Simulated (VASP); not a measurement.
# In4P (Pm-3m) in VASP: further runs

In4P is run at these levels: PBE; tasks: relaxation of cell and atoms.

Everything below comes from runs of VASP 6.6.1. Logs are shortened: lines on timing, memory, paths and dates and some standing lists are left out, and cuts for length are marked.

**1. The cell of the first run**

Symmetry: Pm-3m, No. 221, cubic system. Conventional cell: a = 5.234 Å, b = 5.234 Å, c = 5.234 Å, α = 90.00°, β = 90.00°, γ = 90.00°. Within 3.5 Å of In (site symmetry 4/mmm) lie 2 In at 2.62 Å. Within 3.5 Å of In (site symmetry m-3m) lie 6 In at 2.62 Å. P (site symmetry m-3m) has 20 In at 3.70 to 4.53 Å within 4.9 Å.

The cell was generated, and may not be a known phase.

**2. Relaxation of cell and atoms, PBE**

INCAR reads:

```
PREC = Accurate
ENCUT = 600
EDIFF = 1E-7
ISMEAR = 0
SIGMA = 0.1
LREAL = F
LASPH = T
NELM = 100
ALGO = Normal
ISIF = 3
LWAVE = F
LCHARG = F
GGA = PE
IBRION = 2
NSW = 90
EDIFFG = -0.04
```

KPOINTS reads:

```
regular mesh
0
Gamma
  4 4 4
```

POSCAR reads:

```
In4P
1.0
    5.2338027600      0.0000000000      0.0000000000
    0.0000000000      5.2338027600      0.0000000000
    0.0000000000      0.0000000000      5.2338027600
In P
4 1
Direct
    0.5000000000      0.0000000000      0.0000000000
    0.0000000000      0.5000000000      0.0000000000
    0.0000000000      0.0000000000      0.5000000000
    0.0000000000      0.0000000000      0.0000000000
    0.5000000000      0.5000000000      0.5000000000
```

Potentials or basis: VASP PAW PBE potentials, release 64 (In_d, P).

Run with:

```bash
$ cat potpaw_PBE.64/In_d/POTCAR potpaw_PBE.64/P/POTCAR > POTCAR
$ mpirun -np 1 vasp_std > vasp.out
```

OUTCAR:

```text
PREC = Accurate
   ENCUT = 600
   EDIFF = 1E-7
   ISMEAR = 0
   LREAL = F
   LASPH = T
   NELM = 100
   ISIF = 3
   GGA = PE
   IBRION = 2
   NSW = 90
   EDIFFG = -0.04

 ion  position               nearest neighbor table
   1  0.500  0.000  0.000-   4 2.62   4 2.62   2 3.70   3 3.70   2 3.70   2 3.70   3 3.70   3 3.70
                             3 3.70   2 3.70
   2  0.000  0.500  0.000-   4 2.62   4 2.62   1 3.70   3 3.70   1 3.70   3 3.70   3 3.70   3 3.70
                             1 3.70   1 3.70
   3  0.000  0.000  0.500-   4 2.62   4 2.62   1 3.70   1 3.70   2 3.70   2 3.70   2 3.70   2 3.70
                             1 3.70   1 3.70
   4  0.000  0.000  0.000-   1 2.62   2 2.62   3 2.62   3 2.62   2 2.62   1 2.62
   5  0.500  0.500  0.500-

  LATTYP: Found a simple cubic cell.
 ALAT       =     5.2338027600

  Lattice vectors:

 A1 = (   5.2338027600,   0.0000000000,   0.0000000000)
 A2 = (   0.0000000000,   5.2338027600,   0.0000000000)
 A3 = (   0.0000000000,   0.0000000000,   5.2338027600)

Analysis of symmetry for initial positions (statically):
=====================================================================
 Subroutine PRICEL returns:
 Original cell was already a primitive cell.

 Routine SETGRP: Setting up the symmetry group for a
 simple cubic supercell.

 Subroutine GETGRP returns: Found 48 space group operations
 (whereof 48 operations were pure point group operations)
 out of a pool of 48 trial point group operations.

The static configuration has the point symmetry O_h .

Analysis of symmetry for dynamics (positions and initial velocities):
=====================================================================
 Subroutine PRICEL returns:
 Original cell was already a primitive cell.

 Routine SETGRP: Setting up the symmetry group for a
 simple cubic supercell.

 Subroutine GETGRP returns: Found 48 space group operations
 (whereof 48 operations were pure point group operations)
 out of a pool of 48 trial point group operations.

The dynamic configuration has the point symmetry O_h .

 Subroutine INISYM returns: Found 48 space group operations
 (whereof 48 operations are pure point group operations),
 and found     1 'primitive' translations

----------------------------------------------------------------------------------------

                                     Primitive cell

  volume of cell :     143.3679

  direct lattice vectors                    reciprocal lattice vectors
     5.233802760  0.000000000  0.000000000     0.191065664  0.000000000  0.000000000
     0.000000000  5.233802760  0.000000000     0.000000000  0.191065664  0.000000000
     0.000000000  0.000000000  5.233802760     0.000000000  0.000000000  0.191065664

  length of vectors
     5.233802760  5.233802760  5.233802760     0.191065664  0.191065664  0.191065664

  position of ions in fractional coordinates (direct lattice)
[... 61 lines left out ...]
   PREC   = accura    normal or accurate (medium, high low for compatibility)
   ISTART =      0    job   : 0-new  1-cont  2-samecut
   ICHARG =      2    charge: 1-file 2-atom 10-const
   ISPIN  =      1    spin polarized calculation?
   LNONCOLLINEAR =      F non collinear calculations
   LSORBIT =      F    spin-orbit coupling
   LASPH  =      T    aspherical Exc in radial PAW
   ENCUT  =  600.0 eV  44.10 Ry    6.64 a.u.  10.45 10.45 10.45*2*pi/ulx,y,z
   NELM   =    100;   NELMIN=  2; NELMDL= -5     # of ELM steps
   EDIFF  = 0.1E-06   stopping-criterion for ELM
   LREAL  =      F    real-space projection
   EDIFFG = -.4E-01   stopping-criterion for IOM
   NSW    =     90    number of steps for IOM
   IBRION =      2    ionic relax: 0-MD 1-quasi-New 2-CG
   NFREE  =      1    steps in history (QN), initial steepest desc. (CG)
   ISIF   =      3    stress and relaxation
   ISYM   =      2    0-nonsym 1-usesym 2-fastsym
   POTIM  = 0.5000    time-step for ionic-motion
   TEBEG  =    0.0;   TEEND  =   0.0 temperature during run
   PSTRESS=    0.0 pullay stress
   NELECT =      57.0000    total number of electrons
   NUPDOWN=      -1.0000    fix difference up-down
   EMIN   =  10.00;   EMAX   =-10.00  energy-range for DOS
   EFERMI =   0.00;   METHOD = LEGACY
   ISMEAR =     0;   SIGMA  =   0.10  broadening in eV -4-tet -1-fermi 0-gaus
   EFERMI_NEDOS =   21; number of points for ismear=-14 and -15
   IALGO  =     38    algorithm
   IMIX   =      4    mixing-type and parameters
     AMIX     =   0.40;   BMIX     =  1.00
     AMIX_MAG =   1.60;   BMIX_MAG =  1.00
  volume/ion in A,a.u.               =      28.67       193.50
  Fermi-wavevector in a.u.,A,eV,Ry     =   1.203785  2.274825 19.716195  1.449099
  Thomas-Fermi vector in A             =   2.339529
   LORBIT       =      0    0 simple, 1 ext, 2 COOP (PROOUT), +10 PAW based schemes
   GGA     = PE    functional components
   LHFCALC =     F    Hartree Fock is set to
   AEXX    =    0.0000 exact exchange contribution
   IVDW    =     0    specifies the selected vdW correction
   LEPSILON=     F    determine dielectric tensor
   LRPA    =     F    only Hartree local field effects (RPA)
 conjugate gradient relaxation of ions
 non-spin polarized calculation
 Gauss-broadening in eV      SIGMA  =   0.10
  energy-cutoff  :      600.00
  volume of cell :      143.37
 maximum number of plane-waves:      4828
 NGX is ok and might be reduce to    42
   NGX = 21   NGY = 21   NGZ = 21

--------------------------------------- Ionic step        1  -------------------------------------------

 number of electron      57.0000043 magnetization

 Free energy of the ion-electron system (eV)
  ---------------------------------------------------
  ext. energy  EPLUGINS =         0.00000000
  ---------------------------------------------------
  free energy    TOTEN  =       -11.72377065 eV

  energy without entropy =      -11.71982592  energy(sigma->0) =      -11.72179828

 E-fermi :   5.4626     XC(G=0):  -9.4019

 val. band max:        5.3537706640   @ k =   0.2500   0.2500   0.2500
 cond. band min:       5.5311660087   @ k =   0.0000   0.0000   0.0000
 fundamental gap:      0.1773953447
 Fermi energy:         5.4626287287

 k-point     1 :       0.0000    0.0000    0.0000
  band No.  band energies     occupation
      1     -10.8653      2.00000
      2     -10.8653      2.00000
      3     -10.2872      2.00000
      4     -10.2872      2.00000
      5     -10.2872      2.00000
      6      -9.8540      2.00000
[... 436 lines left out ...]
--------------------------------------- Ionic step        3  -------------------------------------------

 number of electron      57.0000013 magnetization

 Free energy of the ion-electron system (eV)
  ---------------------------------------------------
  ext. energy  EPLUGINS =         0.00000000
  ---------------------------------------------------
  free energy    TOTEN  =       -12.07144274 eV

  energy without entropy =      -12.06176999  energy(sigma->0) =      -12.06660636

 E-fermi :   4.2557     XC(G=0):  -8.7978

 val. band max:        4.1745245885   @ k =   0.2500   0.2500   0.2500
 cond. band min:       4.3234112109   @ k =   0.0000   0.0000   0.0000
 fundamental gap:      0.1488866224
 Fermi energy:         4.2557309616

 k-point     1 :       0.0000    0.0000    0.0000
  band No.  band energies     occupation
      1     -11.6518      2.00000
      2     -11.6518      2.00000
      3     -11.2055      2.00000
      4     -11.2055      2.00000
      5     -11.2055      2.00000
      6     -10.8633      2.00000
[... 391 lines left out ...]
  FREE ENERGIE OF THE ION-ELECTRON SYSTEM (eV)
  ---------------------------------------------------
  free  energy   TOTEN  =       -12.0714427392 eV

  energy  without entropy=      -12.0617699851  energy(sigma->0) =      -12.06660636

 reached required accuracy - stopping structural energy minimisation
```

Run time: 5.2 min. Hardware: 1 thread of Intel Xeon 8259CL, shared host; peak memory 0.28 GiB.

Results:

| Property | Result |
| --- | --- |
| Free energy | -12.0714 eV |
| Relaxed volume | 32.96 Å³/atom |
| Relaxed cell | a = 5.483 Å, b = 5.483 Å, c = 5.483 Å, α = 90.00°, β = 90.00°, γ = 90.00° |
| Space group after relaxing (to 0.1 Å) | Pm-3m (No. 221) |
| Energy gained by relaxing | 69.5 meV/atom |
| Ionic steps | 3 |
| Pressure after relaxing | 0.0 GPa |
| Band gap on the k mesh | zero (an odd number of electrons rules out a gap without spin polarisation) |

The path:
| step | energy change (eV) | largest force (eV/Å) | pressure (GPa) | volume (Å³) |
| --- | --- | --- | --- | --- |
| 1 | 0.0000 | 0.0000 | 5.97 | 143.37 |
| 2 | -0.3460 | 0.0000 | -0.31 | 166.72 |
| 3 | -0.3477 | 0.0000 | 0.02 | 164.81 |

Final structure:
```
CELL_PARAMETERS angstrom
5.48266 0.00000 0.00000
0.00000 5.48266 0.00000
0.00000 0.00000 5.48266
ATOMIC_POSITIONS crystal
In 0.50000 0.00000 0.00000
In 0.00000 0.50000 0.00000
In 0.00000 0.00000 0.50000
In 0.00000 0.00000 0.00000
P 0.50000 0.50000 0.50000
```

Caveat: spin-orbit coupling is left out, which moves the levels of the heavy elements.

**3. Relaxation of cell and atoms, PBE**

This run uses another cell than the first one, of 32.93 Å³/atom.

INCAR reads:

```
SYSTEM = In4P
PREC = Accurate ; ENCUT = 600
EDIFF = 1E-6 ; ISMEAR = 0
SIGMA = 0.1 ; LREAL = .FALSE.
LASPH = .TRUE. ; NELM = 100
ALGO = Normal ; ISIF = 3
LWAVE = .FALSE. ; LCHARG = .FALSE.
GGA = PE ; IBRION = 2
NSW = 100 ; EDIFFG = -0.01
```

KPOINTS reads:

```
regular mesh
0
G
  8 8 8
  0 0 0
```

Changes to POSCAR since step 2:

```diff
@@ -2,5 +2,5 @@
 1.0
-    5.2338027600      0.0000000000      0.0000000000
-    0.0000000000      5.2338027600      0.0000000000
-    0.0000000000      0.0000000000      5.2338027600
+    5.4809410476      0.0000000000      0.0000000000
+    0.0000000000      5.4809410476      0.0000000000
+    0.0000000000      0.0000000000      5.4809410476
 In P
```

Potentials or basis: VASP PAW PBE potentials, release 64 (In_d, P).

Run with:

```bash
$ cat potpaw_PBE.64/In_d/POTCAR potpaw_PBE.64/P/POTCAR > POTCAR
$ mpirun -np 1 vasp_std > vasp.out
```

Wall time 16 min (1 thread of Intel Xeon 8259CL, shared host); peak memory 0.46 GiB.

The run converged. Its results:

* Free energy: -11.9697 eV
* Relaxed volume: 33.89 Å³/atom
* Relaxed cell: a = 5.533 Å, b = 5.533 Å, c = 5.533 Å, α = 90.00°, β = 90.00°, γ = 90.00°
* Space group after relaxing (to 0.1 Å): Pm-3m (No. 221)
* Energy gained by relaxing: 2.2 meV/atom
* Ionic steps: 3
* Pressure after relaxing: 0.0 GPa
* Band gap on the k mesh: zero (an odd number of electrons rules out a gap without spin polarisation)

Step by step:
```tsv
step	energy change (eV)	largest force (eV/Å)	pressure (GPa)	volume (Å³)
1	0.0000	0.0000	0.78	164.65
2	-0.0107	0.0000	0.14	168.48
3	-0.0111	0.0000	0.00	169.43
```

Final structure:
```
In P
1.0
     5.53342    0.00000    0.00000
     0.00000    5.53342    0.00000
     0.00000    0.00000    5.53342
In P
4 1
Direct
  0.50000 0.00000 0.00000
  0.00000 0.50000 0.00000
  0.00000 0.00000 0.50000
  0.00000 0.00000 0.00000
  0.50000 0.50000 0.50000
```

Levels at points of the mesh, in eV from the Fermi level:
```
           k point  band 25  band 26  band 27  band 28  band 29  band 30  band 31  band 32
(0.00, 0.00, 0.00)    -2.41    -2.41    -2.41     0.14     0.14     0.14     0.43     3.15
(0.50, 0.00, 0.00)    -1.80    -1.80    -1.55    -0.52    -0.52     1.02     1.77     2.40
(0.50, 0.50, 0.00)    -1.81    -1.33    -0.28    -0.28    -0.12    -0.11     1.70     1.70
(0.50, 0.50, 0.50)    -5.06    -1.80    -1.80    -1.80     2.47     2.47     2.47     4.59
```

Caveat: spin-orbit coupling is left out, which moves the levels of the heavy elements.

The gap in the log of VASP goes by the Fermi energy; the results here count the filled bands.